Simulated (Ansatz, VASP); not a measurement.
## Two plane-wave programs on ZrSi2

```
CELL_PARAMETERS angstrom
7.24428 0.00000 0.00000
0.00000 7.24428 0.00000
0.00000 0.00000 2.71499
ATOMIC_POSITIONS crystal
Zr 0.00000 0.00000 0.00000
Zr 0.50000 0.50000 0.50000
Si 0.26425 0.26425 0.00000
Si 0.23575 0.76425 0.50000
Si 0.73575 0.73575 0.00000
Si 0.76425 0.23575 0.50000
```

Alike in both runs: functional r2SCAN; k mesh 6 × 6 × 14; occupations gaussian, width 0.1 eV; no spin polarisation.

Ansatz relaxed the structure, and its values are those at the end. VASP's run is a single point on that final structure, the one shown.

|  | VASP | Ansatz |
| --- | --- | --- |
| version | VASP 6.6.1 | Ansatz 0.2.0 |
| potentials or method | VASP PAW PBE potentials, release 64 (Zr_sv, Si), cutoff 520 eV | scalar-relativistic, plane waves, PAW |
| valence electrons in the cell | 40 | 40 |

|  | VASP | Ansatz | Ansatz less VASP |
| --- | --- | --- | --- |
| gap on the k mesh at the Fermi level (eV) | none | none | - |
| pressure (GPa) | 0.0 | 0.0 | 0.00 |

VASP's potentials were made for PBE, not for r2SCAN. A gap of «none» marks a metal or a gap that the smearing closes.
